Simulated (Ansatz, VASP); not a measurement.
# One calculation of Ti3Al, two programs

```
Ti Al
1.0
     2.89539    0.00000    0.00000
    -1.44769    2.50748    0.00000
     0.00000    0.00000    9.13832
Ti Al
3 1
Cartesian
  1.4477 0.8358 0.0000
  0.0000 1.6717 6.8645
  0.0000 1.6717 2.2738
  1.4477 0.8358 4.5692
```

Alike in both runs: task single point; functional PBEsol; k mesh 18 × 18 × 6; occupations gaussian, width 0.1 eV; no spin polarisation.

|  | VASP | Ansatz |
| --- | --- | --- |
| version | VASP 6.6.1 | Ansatz 0.2.0 |
| potentials or method | VASP PAW PBE potentials, release 64 (Ti_sv, Al), cutoff 520 eV | scalar-relativistic, plane waves, PAW |
| valence electrons in the cell | 39 | 39 |

|  | VASP | Ansatz | Ansatz less VASP |
| --- | --- | --- | --- |
| gap on the k mesh at the Fermi level (eV) | none | none | - |
| pressure (GPa) | -0.1 | 0.0 | +0.10 |
| traceless stress, the component that is largest in VASP (GPa) | 0.05 | 0.00 | -0.059 |
| rms of the force components (eV/Å) | 0.005 | 0.000 | -0.0052 |

VASP's potentials were made for PBE, not for PBEsol, and Ansatz warns of the same on its side. Atom by atom the forces differ by 0.006 eV/Å (rms over components). A gap of «none» marks a metal or a gap that the smearing closes.
